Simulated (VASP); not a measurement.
**KTaO3: single point with r2SCAN+U**

The system is KTaO3.

```
Ta K O
1.0
     3.99391    0.00000    0.00000
     0.00000    3.99391    0.00000
     0.00000    0.00000    3.99391
Ta K O
1 1 3
Direct
  0.00000 0.00000 0.00000
  0.50000 0.50000 0.50000
  0.00000 0.00000 0.50000
  0.00000 0.50000 0.00000
  0.50000 0.00000 0.00000
```

```
Program             : VASP 6.6.1
Task                : single point
Functional          : r2SCAN
Potentials or basis : VASP PAW PBE potentials, release 64 (Ta_pv, K_sv, O)
Cutoff              : 520 eV
k mesh              : 7 × 7 × 7
Occupations         : fermi-dirac, width 0.05 eV
Spin                : no spin polarisation
Hubbard terms       : Ta d U = 2.0 eV
```

```yaml
Pressure: 2.3 GPa
Band_gap_on_the_k_mesh: 2.94 eV (least direct gap 3.56 eV)
```

Levels at points of the mesh, in eV from the valence-band top:
```tsv
k point	band 17	band 18	band 19	band 20	band 21	band 22
(0.00, 0.00, 0.00)	-0.62	-0.62	-0.62	2.94	2.94	2.94
```

Eigenvalues of the final occupation matrices:
```csv
site,spin,trace,eigenvalues
site 1 d,1,0.98,0.14 0.14 0.14 0.28 0.28
site 1 d,2,0.98,0.14 0.14 0.14 0.28 0.28
```

It took 2.5 min on 1 thread of AMD EPYC 7R13 (shared host), peak memory 0.19 GiB.

Caveat: the PAW data sets were made with another functional, which shifts forces and pressure a little; spin-orbit coupling is left out, which moves the levels of the heavy elements; an odd mesh through Γ misses points on the zone boundary, where band edges can lie.
